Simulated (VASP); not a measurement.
# GaSb (F-43m) in VASP: phonons with r2SCAN

Aim: the phonons of GaSb with r2SCAN.

Everything below comes from runs of VASP 6.6.1. Logs are shortened: lines on timing, memory, paths and dates and some standing lists are left out, and cuts for length are marked.

**1. The cell of the first run**

Symmetry: F-43m, No. 216, cubic system. The conventional cell has a = 6.217 Å, b = 6.217 Å, c = 6.217 Å, α = 90.00°, β = 90.00°, γ = 90.00°. Within 3.5 Å of Ga (site symmetry -43m) lie 4 Sb at 2.69 Å. Within 3.5 Å of Sb (site symmetry -43m) lie 4 Ga at 2.69 Å.

**2. Phonons, r2SCAN**

INCAR reads:

```
SYSTEM = GaSb
PREC     = Accurate       ! precision mode
ENCUT    = 520            ! plane-wave cutoff, eV
EDIFF    = 1E-8           ! SCF threshold, eV
ISMEAR   = 0              ! smearing method
SIGMA    = 0.01           ! smearing width, eV
LREAL    = .False.        ! projectors in reciprocal space
LASPH    = .True.         ! aspherical terms in the spheres
NELM     = 100            ! most SCF steps
ALGO     = Normal         ! electronic algorithm
ISIF     = 2              ! what is computed and relaxed
LWAVE    = .False.        ! write WAVECAR
LCHARG   = .False.        ! write CHGCAR
METAGGA  = R2SCAN         ! meta-GGA
LMIXTAU  = .True.       
IBRION   = 6              ! ionic algorithm
NFREE    = 2            
POTIM    = 0.015          ! step
NSW      = 1              ! ionic steps
```

KPOINTS reads:

```
regular mesh
0
Gamma
  6 6 6
  0 0 0
```

POSCAR reads:

```
GaSb
1.0
    3.1085467930      3.1085467930      0.0000000000
   -3.1085467930      3.1085467930      0.0000000000
    0.0000000000      3.1085467930      3.1085467930
Ga Sb
1 1
Direct
    0.0000000000      0.0000000000      0.0000000000
    0.7500000000      0.2500000000      0.5000000000
```

Potentials or basis: VASP PAW PBE potentials, release 64 (Ga_d, Sb).

Run with:

```bash
> cat potpaw_PBE.64/Ga_d/POTCAR potpaw_PBE.64/Sb/POTCAR > POTCAR
> mpirun -np 1 vasp_std > vasp.out
```

OUTCAR:

```text
SYSTEM = GaSb
   PREC = Accurate
   ENCUT = 520
   EDIFF = 1E-8
   ISMEAR = 0
   LREAL = .False.
   LASPH = .True.
   NELM = 100
   ISIF = 2
   METAGGA = R2SCAN
   IBRION = 6
   NFREE = 2
   POTIM = 0.015
   NSW = 1

 ion  position               nearest neighbor table
   1  0.000  0.000  0.000-   2 2.69   2 2.69   2 2.69   2 2.69
   2  0.750  0.250  0.500-   1 2.69   1 2.69   1 2.69   1 2.69

  LATTYP: Found a face centered cubic cell.
 ALAT       =     6.2170935860

  Lattice vectors:

 A1 = (   0.0000000000,   3.1085467930,   3.1085467930)
 A2 = (   3.1085467930,   0.0000000000,   3.1085467930)
 A3 = (   3.1085467930,   3.1085467930,   0.0000000000)

Analysis of symmetry for initial positions (statically):
=====================================================================
 Subroutine PRICEL returns:
 Original cell was already a primitive cell.

 Routine SETGRP: Setting up the symmetry group for a
 face centered cubic supercell.

 Subroutine GETGRP returns: Found 24 space group operations
 (whereof 24 operations were pure point group operations)
 out of a pool of 48 trial point group operations.

The static configuration has the point symmetry T_d .

Analysis of symmetry for dynamics (positions and initial velocities):
=====================================================================
 Subroutine PRICEL returns:
 Original cell was already a primitive cell.

 Routine SETGRP: Setting up the symmetry group for a
 face centered cubic supercell.

 Subroutine GETGRP returns: Found 24 space group operations
 (whereof 24 operations were pure point group operations)
 out of a pool of 48 trial point group operations.

The dynamic configuration has the point symmetry T_d .

 Subroutine INISYM returns: Found 24 space group operations
 (whereof 24 operations are pure point group operations),
 and found     1 'primitive' translations

----------------------------------------------------------------------------------------

                                     Primitive cell

  volume of cell :      60.0762

  direct lattice vectors                    reciprocal lattice vectors
     3.108546793  3.108546793  0.000000000     0.160846863  0.160846863 -0.160846863
    -3.108546793  3.108546793  0.000000000    -0.160846863  0.160846863 -0.160846863
     0.000000000  3.108546793  3.108546793     0.000000000  0.000000000  0.321693726

  length of vectors
     4.396149034  4.396149034  4.396149034     0.278594939  0.278594939  0.321693726

  position of ions in fractional coordinates (direct lattice)
     0.000000000  0.000000000  0.000000000
     0.750000000  0.250000000  0.500000000

  ion indices of the primitive-cell ions
   primitive index   ion index
                 1           1
                 2           2

----------------------------------------------------------------------------------------

 KPOINTS: regular mesh

Automatic generation of k-mesh.
 Grid dimensions read from file:
 generate k-points for:    6    6    6

 Generating k-lattice:

  Cartesian coordinates                     Fractional coordinates (reciprocal lattice)
     0.026807810  0.026807810 -0.026807810     0.166666667  0.000000000  0.000000000
    -0.026807810  0.026807810 -0.026807810     0.000000000  0.166666667  0.000000000
     0.000000000  0.000000000  0.053615621     0.000000000  0.000000000  0.166666667

  Length of vectors
     0.046432490  0.046432490  0.053615621

  Shift w.r.t. Gamma in fractional coordinates (k-lattice)
     0.000000000  0.000000000  0.000000000

 Subroutine IBZKPT returns following result:
[... 50 lines left out ...]
   PSTRESS=    0.0 pullay stress
   NELECT =      18.0000    total number of electrons
   NUPDOWN=      -1.0000    fix difference up-down
   EMIN   =  10.00;   EMAX   =-10.00  energy-range for DOS
   EFERMI =   0.00;   METHOD = LEGACY
   ISMEAR =     0;   SIGMA  =   0.01  broadening in eV -4-tet -1-fermi 0-gaus
   EFERMI_NEDOS =   21; number of points for ismear=-14 and -15
   IALGO  =     38    algorithm
   IMIX   =      4    mixing-type and parameters
     AMIX     =   0.40;   BMIX     =  1.00
     AMIX_MAG =   1.60;   BMIX_MAG =  1.00
  volume/ion in A,a.u.               =      30.04       202.71
  Fermi-wavevector in a.u.,A,eV,Ry     =   1.095464  2.070127 16.327565  1.200042
  Thomas-Fermi vector in A             =   2.231788
   LORBIT       =      0    0 simple, 1 ext, 2 COOP (PROOUT), +10 PAW based schemes
   METAGGA = R2SCAN    functional components
   LHFCALC =     F    Hartree Fock is set to
   AEXX    =    0.0000 exact exchange contribution
   IVDW    =     0    specifies the selected vdW correction
   LEPSILON=     F    determine dielectric tensor
   LRPA    =     F    only Hartree local field effects (RPA)
 finite differences with symmetry
 non-spin polarized calculation
 Gauss-broadening in eV      SIGMA  =   0.01
  energy-cutoff  :      520.00
  volume of cell :       60.08
 maximum number of plane-waves:      1639
 NGX is ok and might be reduce to    36
   NGX = 17   NGY = 17   NGZ = 17

--------------------------------------- Ionic step        1  -------------------------------------------

 number of electron      17.9999991 magnetization

 Free energy of the ion-electron system (eV)
  ---------------------------------------------------
  ext. energy  EPLUGINS =         0.00000000
  ---------------------------------------------------
  free energy    TOTEN  =       -37.56411228 eV

  energy without entropy =      -37.56411228  energy(sigma->0) =      -37.56411228

------------------------ aborting loop because EDIFF is reached ----------------------------------------

  FORCE on cell =-STRESS in cart. coord.  units (eV):
  Direction    XX          YY          ZZ          XY          YZ          ZX
  --------------------------------------------------------------------------------------
  -------------------------------------------------------------------------------------
  Total       -0.7352486     -0.7352486     -0.7352486     -0.0000000      0.0000000     -0.0000000
  in kB      -19.6084182    -19.6084182    -19.6084182     -0.0000000      0.0000000     -0.0000000
  external PRESSURE =     -19.6084182 kB  Pullay stress =       0.0000000 kB
[... 131 lines left out ...]
--------------------------------------- Ionic step        5  -------------------------------------------

 number of electron      17.9999991 magnetization

 Free energy of the ion-electron system (eV)
  ---------------------------------------------------
  ext. energy  EPLUGINS =         0.00000000
  ---------------------------------------------------
  free energy    TOTEN  =       -37.56326947 eV

  energy without entropy =      -37.56326904  energy(sigma->0) =      -37.56326925

 E-fermi :   4.2731     XC(G=0):  -9.4963

 val. band max:        4.2512322321   @ k =   0.0000   0.0000   0.0000
 cond. band min:       4.2949883149   @ k =   0.0000   0.0000   0.0000
 fundamental gap:      0.0437560827
 Fermi energy:         4.2731102809

 k-point     1 :       0.0000    0.0000    0.0000
  band No.  band energies     occupation
      1     -11.2178      2.00000
      2     -11.2170      2.00000
      3     -11.2160      2.00000
      4     -11.1675      2.00000
      5     -11.1675      2.00000
      6      -7.3872      2.00000
      7       4.1600      2.00000
      8       4.2059      2.00000
      9       4.2512      1.99803
     10       4.2950      0.00197
     11       7.1648      0.00000
     12       7.1982      0.00000
     13       7.2333      0.00000
[... 354 lines left out ...]
  band No.  band energies     occupation
      1     -11.2418      2.00000
      2     -11.2058      2.00000
      3     -11.2048      2.00000
      4     -11.1685      2.00000
      5     -11.1680      2.00000
      6      -5.8678      2.00000
      7      -1.6126      2.00000
      8       1.5523      2.00000
      9       3.0160      2.00000
     10       6.1522      0.00000
     11       8.4095      0.00000
     12       8.7926      0.00000
     13      10.6793      0.00000

 [... further k-points ...]

------------------------ aborting loop because EDIFF is reached ----------------------------------------

  FORCE on cell =-STRESS in cart. coord.  units (eV):
  Direction    XX          YY          ZZ          XY          YZ          ZX
  --------------------------------------------------------------------------------------
  -------------------------------------------------------------------------------------
  Total       -0.7347692     -0.7329151     -0.7329151      0.0000000     -0.0780710      0.0000000
  in kB      -19.5956324    -19.5461848    -19.5461848      0.0000000     -2.0820823      0.0000000
  external PRESSURE =     -19.5626673 kB  Pullay stress =       0.0000000 kB
[... 17 lines left out ...]
  FREE ENERGIE OF THE ION-ELECTRON SYSTEM (eV)
  ---------------------------------------------------
  free  energy   TOTEN  =       -37.5632694709 eV

  energy  without entropy=      -37.5632690351  energy(sigma->0) =      -37.56326925

 INTERNAL STRAIN TENSORS FROM DISPLACED ATOMS
 ============================================

 INTERNAL STRAIN TENSOR FOR ION    1 for displacements in x,y,z  (eV/Angst):
          X           Y           Z          XY          YZ          ZX
  --------------------------------------------------------------------------------
  x     0.00000    -0.00000    -0.00000     0.00000    -5.11190     0.00000
  y     0.00000     0.00000     0.00000     0.00000     0.00000    -5.11190
  z    -0.00000    -0.00000     0.00000    -5.11190     0.00000     0.00000

 INTERNAL STRAIN TENSOR FOR ION    2 for displacements in x,y,z  (eV/Angst):
          X           Y           Z          XY          YZ          ZX
  --------------------------------------------------------------------------------
  x     0.00000    -0.00000    -0.00000     0.00000     5.18345     0.00000
  y     0.00000     0.00000     0.00000     0.00000     0.00000     5.18345
  z    -0.00000    -0.00000     0.00000     5.18345     0.00000     0.00000

 Eigenvectors and eigenvalues of the dynamical matrix
 ----------------------------------------------------

   1 f  =    6.412122 THz    40.288550 2PiTHz  213.885366 cm-1    26.518394 meV
             X         Y         Z           dx          dy          dz
      0.000000  0.000000  0.000000    -0.000000   -0.797262   -0.000000
      1.554273  4.662820  1.554273    -0.000000    0.603633    0.000000
[... 21 lines left out ...]
   6 f/i=    0.001551 THz     0.009745 2PiTHz    0.051736 cm-1     0.006414 meV
             X         Y         Z           dx          dy          dz
      0.000000  0.000000  0.000000     0.602943   -0.028846    0.000000
      1.554273  4.662820  1.554273     0.796351   -0.038099    0.000000

 ELASTIC MODULI CONTR FROM IONIC RELAXATION (kBar)
 Direction    XX          YY          ZZ          XY          YZ          ZX
 --------------------------------------------------------------------------------
 XX          -0.0000     -0.0000     -0.0000     -0.0000     -0.0000      0.0000
 YY          -0.0000     -0.0000     -0.0000     -0.0000     -0.0000     -0.0000
 ZZ          -0.0000     -0.0000     -0.0000     -0.0000     -0.0000      0.0000
 XY          -0.0000     -0.0000     -0.0000    -94.7399      0.0000     -0.0000
 YZ          -0.0000     -0.0000     -0.0000      0.0000    -94.7399      0.0000
 ZX           0.0000     -0.0000      0.0000     -0.0000      0.0000    -94.7399
 --------------------------------------------------------------------------------
```

It took 5.5 min on 1 thread of Intel Xeon 6975P-C (Granite Rapids), shared host; peak memory 0.25 GiB.

What came out:

```yaml
Highest_phonon_frequency_at_Γ_LO-TO_splitting_left_out: 214 cm⁻¹
```

Phonon frequencies in cm⁻¹ (negative: imaginary):
| q point | frequencies |
| --- | --- |
| (0.000, 0.000, 0.000) | 0 0 0 214 214 214 |

Caveat: the cell stands under pressure or tension, which shifts response properties; the PAW data sets were made with another functional, which shifts forces and pressure a little; spin-orbit coupling is left out, which moves the levels of the heavy elements.
